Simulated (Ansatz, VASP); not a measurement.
## ZrB: VASP beside Ansatz

File INCAR:

```
SYSTEM = ZrB
PREC = Accurate
ENCUT = 520
EDIFF = 1E-6
ISMEAR = 0
SIGMA = 0.15
LREAL = .False.
LASPH = .True.
NELM = 100
ALGO = Normal
ISIF = 2
LWAVE = .False.
LCHARG = .False.
GGA = PE
NBANDS = 14
```

The input KPOINTS:

```
Automatic mesh
0
Gamma
  18 18 18
  0 0 0
```

File POSCAR:

```
ZrB
1.0
    0.0000000000      2.3250000000      2.3250000000
    2.3250000000      0.0000000000      2.3250000000
    2.3250000000      2.3250000000      0.0000000000
Zr B
1 1
Direct
    0.0806451613     -0.0806451613      0.0806451613
    0.5000000000      0.5000000000      0.5000000000
```

Input for Ansatz:

```yaml
crystal:
  lattice:
    - [0.0, 2.325, 2.325]
    - [2.325, 0.0, 2.325]
    - [2.325, 2.325, 0.0]
  atoms:
    - { symbol: Zr, position: [0.0806451613, -0.0806451613, 0.0806451613] }
    - { symbol: B, position: [0.5, 0.5, 0.5] }
basis:
  ecutwfc: 420
kpoints:
  mp_grid: { grid: [18, 18, 18] }
hamiltonian:
  xc: pbe
scf:
  occupations: { method: gaussian, width: 0.15 }
output:
  forces: true
  stress: true
  eigenvalues: true
```

Change from the starting cell: all Zr atoms moved +0.375 Å, as atom 1 along Cartesian [0 1 0].

Alike in both runs: task single point; functional PBE; k mesh 18 × 18 × 18; occupations gaussian, width 0.15 eV; no spin polarisation.

```csv
,VASP,Ansatz
version,VASP 6.6.1,Ansatz 0.2.0
potentials or method,"VASP PAW PBE potentials, release 64 (Zr_sv, B), cutoff 520 eV","scalar-relativistic, plane waves, PAW"
valence electrons in the cell,15,15
```

```csv
,VASP,Ansatz,Ansatz less VASP
gap on the k mesh at the Fermi level (eV),none,none,-
rms of the force components (eV/Å),3.140,3.124,-0.0163
```

Atom by atom the forces differ by 0.016 eV/Å (rms over components). A gap of «none» marks a metal or a gap that the smearing closes.
